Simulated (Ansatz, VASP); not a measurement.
**Ti in VASP and in Ansatz**

```
CELL_PARAMETERS angstrom
2.93995 0.00000 0.00000
-1.46997 2.54607 0.00000
0.00000 0.00000 25.29570
ATOMIC_POSITIONS crystal
Ti 0.00000 0.00000 0.32078
Ti 0.33333 0.66667 0.40601
Ti 0.00000 0.00000 0.50000
Ti 0.33333 0.66667 0.59399
Ti 0.00000 0.00000 0.67922
```

Alike in both runs: functional PBE; k mesh 13 × 13 × 1; occupations fermi-dirac, width 0.05 eV; no spin polarisation.

Ansatz relaxed the structure, and its values are those at the end. VASP's run is a single point on that final structure, the one shown.

|  | VASP | Ansatz |
| --- | --- | --- |
| version | VASP 6.6.1 | Ansatz 0.2.0 |
| potentials or method | VASP PAW PBE potentials, release 64 (Ti_sv), cutoff 520 eV | all-electron LAPW, scalar-relativistic |

|  | VASP | Ansatz | Ansatz less VASP |
| --- | --- | --- | --- |
| rms of the force components (eV/Å) | 0.006 | 0.001 | -0.0050 |

Ansatz ran all-electron here, and VASP with PAW potentials.
